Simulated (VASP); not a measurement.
# Rh in VASP: a series of runs

Aim: see how the results for Rh move with the level of theory and the settings. Levels: r2SCAN, PBE. Tasks: single point, relaxation of cell and atoms.

All numbers are computed with VASP 6.6.1; they aren't measurements. Logs are shortened: lines on timing, memory, paths and dates and some standing lists are left out, and cuts for length are marked.

## 1. The cell of the first run

Symmetry: Fm-3m, No. 225, cubic system. The conventional cell has a = 3.830 Å, b = 3.830 Å, c = 3.830 Å, α = 90.00°, β = 90.00°, γ = 90.00°. Within 3.6 Å of Rh (site symmetry m-3m) lie 12 Rh at 2.71 Å.

## 2. Single point, r2SCAN

File POSCAR:

```
Rh
1.0
    0.0000000000      1.9147658271      1.9147658271
    1.9147658271      0.0000000000      1.9147658271
    1.9147658271      1.9147658271      0.0000000000
Rh
1
Direct
    0.0000000000      0.0000000000      0.0000000000
```

File INCAR.step1:

```
SYSTEM = Rh
  PREC = Accurate
  ENCUT = 520
  ISMEAR = 0
  SIGMA = 0.1
  LREAL = .FALSE.
  LASPH = .TRUE.
  NELM = 60
  NBANDS = 14
  GGA = PE
  ALGO = Normal
  EDIFF = 1E-4
  LWAVE = .TRUE.
  LCHARG = .FALSE.
```

File INCAR.step2:

```
SYSTEM = Rh
  PREC = Accurate
  ENCUT = 520
  EDIFF = 1E-7
  ISMEAR = 0
  SIGMA = 0.1
  LREAL = .FALSE.
  LASPH = .TRUE.
  NELM = 60
  ALGO = Normal
  ISIF = 2
  LWAVE = .FALSE.
  LCHARG = .TRUE.
  METAGGA = R2SCAN
  LMIXTAU = .TRUE.
  LELF = .TRUE.
  LVHAR = .TRUE.
  NBANDS = 14
  ISTART = 1
```

File KPOINTS:

```
regular mesh
0
G
  24 24 24
  0 0 0
```

Potentials or basis: VASP PAW PBE potentials, release 64 (Rh_pv).

Command:

```console
$ cat potpaw_PBE.64/Rh_pv/POTCAR > POTCAR
$ cp INCAR.step1 INCAR
$ mpirun -np 1 vasp_std > vasp.out
$ cp INCAR.step2 INCAR
$ mpirun -np 1 vasp_std > vasp.out
```

OUTCAR:

```text
SYSTEM = Rh
   PREC = Accurate
   ENCUT = 520
   EDIFF = 1E-7
   ISMEAR = 0
   LREAL = .FALSE.
   LASPH = .TRUE.
   NELM = 60
   ISIF = 2
   METAGGA = R2SCAN
   ISTART = 1

 ion  position               nearest neighbor table
   1  0.000  0.000  0.000-

  LATTYP: Found a face centered cubic cell.
 ALAT       =     3.8295316542

  Lattice vectors:

 A1 = (   0.0000000000,   1.9147658271,   1.9147658271)
 A2 = (   1.9147658271,   0.0000000000,   1.9147658271)
 A3 = (   1.9147658271,   1.9147658271,   0.0000000000)

Analysis of symmetry for initial positions (statically):
=====================================================================
 Subroutine PRICEL returns:
 Original cell was already a primitive cell.

 Routine SETGRP: Setting up the symmetry group for a
 face centered cubic supercell.

 Subroutine GETGRP returns: Found 48 space group operations
 (whereof 48 operations were pure point group operations)
 out of a pool of 48 trial point group operations.

The static configuration has the point symmetry O_h .

Analysis of symmetry for dynamics (positions and initial velocities):
=====================================================================
 Subroutine PRICEL returns:
 Original cell was already a primitive cell.

 Routine SETGRP: Setting up the symmetry group for a
 face centered cubic supercell.

 Subroutine GETGRP returns: Found 48 space group operations
 (whereof 48 operations were pure point group operations)
 out of a pool of 48 trial point group operations.

The dynamic configuration has the point symmetry O_h .

 Subroutine INISYM returns: Found 48 space group operations
 (whereof 48 operations are pure point group operations),
 and found     1 'primitive' translations

----------------------------------------------------------------------------------------

                                     Primitive cell

  volume of cell :      14.0403

  direct lattice vectors                    reciprocal lattice vectors
     0.000000000  1.914765827  1.914765827    -0.261128537  0.261128537  0.261128537
     1.914765827  0.000000000  1.914765827     0.261128537 -0.261128537  0.261128537
     1.914765827  1.914765827  0.000000000     0.261128537  0.261128537 -0.261128537

  length of vectors
     2.707887801  2.707887801  2.707887801     0.452287894  0.452287894  0.452287894

  position of ions in fractional coordinates (direct lattice)
     0.000000000  0.000000000  0.000000000

  ion indices of the primitive-cell ions
   primitive index   ion index
                 1           1

----------------------------------------------------------------------------------------

 KPOINTS: regular mesh

Automatic generation of k-mesh.
 Grid dimensions read from file:
 generate k-points for:   24   24   24

 Generating k-lattice:

  Cartesian coordinates                     Fractional coordinates (reciprocal lattice)
    -0.010880356  0.010880356  0.010880356     0.041666667  0.000000000  0.000000000
     0.010880356 -0.010880356  0.010880356     0.000000000  0.041666667  0.000000000
     0.010880356  0.010880356 -0.010880356     0.000000000  0.000000000  0.041666667

  Length of vectors
     0.018845329  0.018845329  0.018845329

  Shift w.r.t. Gamma in fractional coordinates (k-lattice)
     0.000000000  0.000000000  0.000000000

 Subroutine IBZKPT returns following result:
 ===========================================

 Found    413 irreducible k-points:

 Following reciprocal coordinates:
            Coordinates               Weight
  0.000000  0.000000  0.000000      1.000000
  0.041667  0.000000  0.000000      8.000000
  0.083333  0.000000  0.000000      8.000000
  0.125000  0.000000  0.000000      8.000000
  0.166667  0.000000  0.000000      8.000000
  0.208333  0.000000  0.000000      8.000000
[... 16 lines left out ...]
  0.416667  0.041667  0.000000     24.000000
  0.458333  0.041667  0.000000     24.000000
 [... further k-points ...]
   k-points           NKPTS =    413   k-points in BZ     NKDIM =    413   number of bands    NBANDS=     14
   number of dos      NEDOS =    301   number of ions     NIONS =      1
   total plane-waves  NPLWV =   8000
   dimension x,y,z NGX =    20 NGY =   20 NGZ =   20
   dimension x,y,z NGXF=    40 NGYF=   40 NGZF=   40
   ions per type =               1
   NGX,Y,Z   is equivalent  to a cutoff of  12.28, 12.28, 12.28 a.u.
   NGXF,Y,Z  is equivalent  to a cutoff of  24.56, 24.56, 24.56 a.u.
 SYSTEM =  Rh
   PREC   = accura    normal or accurate (medium, high low for compatibility)
   ISTART =      1    job   : 0-new  1-cont  2-samecut
   ICHARG =      0    charge: 1-file 2-atom 10-const
   ISPIN  =      1    spin polarized calculation?
   LNONCOLLINEAR =      F non collinear calculations
   LSORBIT =      F    spin-orbit coupling
   LASPH  =      T    aspherical Exc in radial PAW
   ENCUT  =  520.0 eV  38.22 Ry    6.18 a.u.   5.03  5.03  5.03*2*pi/ulx,y,z
   NELM   =     60;   NELMIN=  2; NELMDL=  0     # of ELM steps
   EDIFF  = 0.1E-06   stopping-criterion for ELM
   LREAL  =      F    real-space projection
   EDIFFG = 0.1E-05   stopping-criterion for IOM
   NSW    =      0    number of steps for IOM
   IBRION =     -1    ionic relax: 0-MD 1-quasi-New 2-CG
   NFREE  =      0    steps in history (QN), initial steepest desc. (CG)
   ISIF   =      2    stress and relaxation
   ISYM   =      2    0-nonsym 1-usesym 2-fastsym
   POTIM  = 0.5000    time-step for ionic-motion
   TEBEG  =    0.0;   TEEND  =   0.0 temperature during run
   PSTRESS=    0.0 pullay stress
   NELECT =      15.0000    total number of electrons
   NUPDOWN=      -1.0000    fix difference up-down
   EMIN   =  10.00;   EMAX   =-10.00  energy-range for DOS
   EFERMI =   0.00;   METHOD = LEGACY
   ISMEAR =     0;   SIGMA  =   0.10  broadening in eV -4-tet -1-fermi 0-gaus
   EFERMI_NEDOS =   21; number of points for ismear=-14 and -15
   IALGO  =     38    algorithm
   IMIX   =      4    mixing-type and parameters
     AMIX     =   0.40;   BMIX     =  1.00
     AMIX_MAG =   1.60;   BMIX_MAG =  1.00
  volume/ion in A,a.u.               =      14.04        94.75
  Fermi-wavevector in a.u.,A,eV,Ry     =   1.673579  3.162606 38.108110  2.800867
  Thomas-Fermi vector in A             =   2.758526
   LORBIT       =      0    0 simple, 1 ext, 2 COOP (PROOUT), +10 PAW based schemes
   METAGGA = R2SCAN    functional components
   LHFCALC =     F    Hartree Fock is set to
   AEXX    =    0.0000 exact exchange contribution
   IVDW    =     0    specifies the selected vdW correction
   LEPSILON=     F    determine dielectric tensor
   LRPA    =     F    only Hartree local field effects (RPA)
 non-spin polarized calculation
 Gauss-broadening in eV      SIGMA  =   0.10
  energy-cutoff  :      520.00
  volume of cell :       14.04
 maximum number of plane-waves:       391
   NGX =  9   NGY =  9   NGZ =  9

 number of electron      15.0000003 magnetization

 Free energy of the ion-electron system (eV)
  ---------------------------------------------------
  ext. energy  EPLUGINS =         0.00000000
  ---------------------------------------------------
  free energy    TOTEN  =       -24.13653942 eV

  energy without entropy =      -24.13054437  energy(sigma->0) =      -24.13354190

 E-fermi :  11.3487     XC(G=0): -15.0496

 val. band max:       11.3391581905   @ k =   0.5000   0.3333   0.1250
 cond. band min:      11.3487702441   @ k =  -0.3750   0.2500   0.0000
 fundamental gap:      0.0096120537
 Fermi energy:        11.3486628084

 k-point     1 :       0.0000    0.0000    0.0000
  band No.  band energies     occupation
      1     -36.4017      2.00000
      2     -36.4017      2.00000
      3     -36.4017      2.00000
      4       3.3302      2.00000
      5       8.2808      2.00000
      6       8.2808      2.00000
      7       8.2808      2.00000
      8      10.3093      2.00000
      9      10.3093      2.00000
     10      28.0801      0.00000
     11      28.7596      0.00000
     12      33.7085      0.00000
     13      33.7085      0.00000
     14      33.7085      0.00000

 k-point     2 :       0.0417    0.0000    0.0000
  band No.  band energies     occupation
      1     -36.4146      2.00000
      2     -36.4035      2.00000
      3     -36.4035      2.00000
      4       3.4025      2.00000
      5       8.2487      2.00000
      6       8.3089      2.00000
      7       8.3089      2.00000
      8      10.2935      2.00000
      9      10.2935      2.00000
     10      28.1820      0.00000
     11      28.7589      0.00000
     12      33.2831      0.00000
     13      33.8103      0.00000
     14      33.8103      0.00000

 k-point     3 :       0.0833    0.0000    0.0000
  band No.  band energies     occupation
      1     -36.4524      2.00000
      2     -36.4086      2.00000
      3     -36.4086      2.00000
      4       3.6141      2.00000
      5       8.1615      2.00000
      6       8.3874      2.00000
      7       8.3874      2.00000
      8      10.2539      2.00000
      9      10.2539      2.00000
     10      28.4684      0.00000
     11      28.7586      0.00000
     12      32.2875      0.00000
     13      34.1101      0.00000
     14      34.1101      0.00000
[... 324 lines left out ...]
 k-point    23 :       0.4167    0.0417    0.0000
  band No.  band energies     occupation
      1     -37.0661      2.00000
      2     -36.5014      2.00000
      3     -36.4975      2.00000
      4       5.3319      2.00000
      5       8.2159      2.00000
      6       8.3316      2.00000
      7      10.4805      2.00000
      8      11.7221      0.00000
      9      12.0039      0.00000
     10      21.9221      0.00000
     11      28.1338      0.00000
     12      28.7587      0.00000
     13      33.7485      0.00000
     14      34.3766      0.00000

 k-point    24 :       0.4583    0.0417    0.0000
  band No.  band energies     occupation
      1     -37.1082      2.00000
      2     -36.5058      2.00000
      3     -36.5054      2.00000
      4       5.2763      2.00000
      5       8.1510      2.00000
      6       8.2599      2.00000
      7      10.9967      2.00000
      8      11.8769      0.00000
      9      12.5666      0.00000
     10      20.8329      0.00000
     11      27.8551      0.00000
     12      28.7585      0.00000
     13      33.3944      0.00000
     14      33.6844      0.00000

 [... further k-points ...]

------------------------ aborting loop because EDIFF is reached ----------------------------------------

  FORCE on cell =-STRESS in cart. coord.  units (eV):
  Direction    XX          YY          ZZ          XY          YZ          ZX
  --------------------------------------------------------------------------------------
  -------------------------------------------------------------------------------------
  Total       -0.4503657     -0.4503657     -0.4503657      0.0000000      0.0000000     -0.0000000
  in kB      -51.3923974    -51.3923974    -51.3923974      0.0000000      0.0000000     -0.0000000
  external PRESSURE =     -51.3923974 kB  Pullay stress =       0.0000000 kB

 VOLUME and BASIS-vectors are now :
 -----------------------------------------------------------------------------
  energy-cutoff  :      520.00
  volume of cell :       14.04
      direct lattice vectors                 reciprocal lattice vectors
     0.000000000  1.914765827  1.914765827    -0.261128537  0.261128537  0.261128537
     1.914765827  0.000000000  1.914765827     0.261128537 -0.261128537  0.261128537
     1.914765827  1.914765827  0.000000000     0.261128537  0.261128537 -0.261128537

 POSITION                                       TOTAL-FORCE (eV/Angst)
 -----------------------------------------------------------------------------------
      0.00000      0.00000      0.00000         0.000000     -0.000000      0.000000
 -----------------------------------------------------------------------------------
    total drift:                                0.000000     -0.000000      0.000000

  FREE ENERGIE OF THE ION-ELECTRON SYSTEM (eV)
  ---------------------------------------------------
  free  energy   TOTEN  =       -24.1365394200 eV

  energy  without entropy=      -24.1305443707  energy(sigma->0) =      -24.13354190
```

Wall time 6 min (1 thread of Intel Xeon 8259CL, shared host); peak memory 0.19 GiB.

What came out:

- Free energy: -24.1365 eV
- Pressure: -5.1 GPa
- Band gap on the k mesh: zero (an odd number of electrons rules out a gap without spin polarisation)

Levels at points of the mesh, in eV from the Fermi level:
| k point | band 5 | band 6 | band 7 | band 8 | band 9 | band 10 |
| --- | --- | --- | --- | --- | --- | --- |
| (0.00, 0.00, 0.00) | -3.07 | -3.07 | -3.07 | -1.04 | -1.04 | 16.73 |
| (0.50, 0.00, 0.00) | -3.18 | -3.18 | 0.57 | 0.57 | 0.93 | 8.87 |
| (0.50, 0.50, 0.00) | -5.98 | 0.49 | 1.01 | 1.01 | 3.46 | 12.60 |

Caveat: the cell stands under tension; an empty level that is flat over the whole mesh can mark a ghost state of the potentials, or a narrow d or f band; the PAW data sets were made with another functional, which shifts forces and pressure a little.

## 3. Relaxation of cell and atoms, PBE

File INCAR:

```
PREC = Accurate
ENCUT = 600
EDIFF = 1E-6
ISMEAR = 0
SIGMA = 0.1
LREAL = False
LASPH = True
NELM = 60
ALGO = Normal
ISIF = 3
LWAVE = False
LCHARG = False
GGA = PE
IBRION = 2
NSW = 100
EDIFFG = -0.01
```

File KPOINTS:

```
Automatic mesh
0
Gamma
  24 24 24
```

POSCAR is that of step 2.

Potentials or basis: VASP PAW PBE potentials, release 64 (Rh_pv).

Command:

```console
$ cat potpaw_PBE.64/Rh_pv/POTCAR > POTCAR
$ mpirun -np 1 vasp_std > vasp.out
```

Wall time 51 s (1 thread of Intel Xeon 8259CL, shared host); peak memory 0.21 GiB.

It converged, with:

```
Free energy             : -7.2623 eV
Pressure after relaxing : 0.0 GPa
Band gap on the k mesh  : zero (an odd number of electrons rules out a gap without spin polarisation)
```

Final structure:
```
CELL_PARAMETERS angstrom
0.00000 1.91477 1.91477
1.91477 0.00000 1.91477
1.91477 1.91477 0.00000
ATOMIC_POSITIONS crystal
Rh 0.00000 0.00000 0.00000
```

Levels at points of the mesh, in eV from the Fermi level:
```csv
k point,band 5,band 6,band 7,band 8,band 9,band 10
"(0.00, 0.00, 0.00)",-2.98,-2.98,-2.98,-0.96,-0.96,16.01
"(0.50, 0.00, 0.00)",-3.05,-3.05,0.55,0.55,0.76,8.43
"(0.50, 0.50, 0.00)",-5.76,0.52,0.95,0.95,3.24,12.01
```

Caveat: the relaxation stopped at its first step, so nothing moved.

(Part 1 of 2 ends here.)
